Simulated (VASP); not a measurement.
Here is a VASP 6.6.1 calculation.

INCAR

```
PREC = Accurate
ENCUT = 520
EDIFF = 1E-7
ISMEAR = -1
SIGMA = 0.1
LREAL = F
LASPH = T
NELM = 80
ALGO = Normal
ISIF = 2
LWAVE = F
LCHARG = F
GGA = PE
NBANDS = 12
```

Contents of KPOINTS:

```
regular mesh
0
Gamma
  19 19 19
```

The input POSCAR:

```
In
1.0
    0.0000000000      2.4257871038      2.4257871038
    2.4257871038      0.0000000000      2.4257871038
    2.4257871038      2.4257871038      0.0000000000
In
1
Direct
    0.0000000000      0.0000000000      0.0000000000
```

Potentials or basis: VASP PAW PBE potentials, release 64 (In_d).

Command:

```console
$ cat potpaw_PBE.64/In_d/POTCAR > POTCAR
$ mpirun -np 1 vasp_std > vasp.out
```

(1) What does it give for the band gap on the k mesh?

(2) Estimate the pressure.

Answers

(1) zero (an odd number of electrons rules out a gap without spin polarisation).

(2) -1.2 GPa.

Caveat: spin-orbit coupling is left out, which moves the levels of the heavy elements.
